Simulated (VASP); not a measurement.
Here is a VASP 6.6.1 calculation.

INCAR

```
PREC = Accurate
ENCUT = 600
EDIFF = 1E-7
ISMEAR = -1
SIGMA = 0.05
LREAL = False
LASPH = True
NELM = 60
ALGO = Normal
ISIF = 3
LWAVE = False
LCHARG = False
GGA = RP
IBRION = 2
NSW = 60
EDIFFG = -0.01
```

The input KPOINTS:

```
Automatic mesh
0
Gamma
  12 12 12
```

POSCAR

```
Si2W
1.0
   -1.6069000000      1.6069000000      3.9149500000
    1.6069000000     -1.6069000000      3.9149500000
    1.6069000000      1.6069000000     -3.9149500000
W Si
1 2
Direct
    0.0000000000      0.0000000000      0.0000000000
    0.6653000000      0.6653000000      0.0000000000
    0.3347000000      0.3347000000      0.0000000000
```

Potentials or basis: VASP PAW PBE potentials, release 64 (W_sv, Si).

Launch:

```sh
$ cat potpaw_PBE.64/W_sv/POTCAR potpaw_PBE.64/Si/POTCAR > POTCAR
$ mpirun -np 1 vasp_std > vasp.out
```

(1) Predict the space group after relaxing (to 0.1 Å).

(2) What does it give for the relaxed volume?

(3) Predict the band gap on the k mesh.

Results:

(1) I4/mmm (No. 139).

(2) 13.82 Å³/atom.

(3) zero (bands 11 and 12 overlap by 1.26 eV).

Caveat: the PAW data sets were made with another functional, which shifts forces and pressure a little; spin-orbit coupling is left out, which moves the levels of the heavy elements.
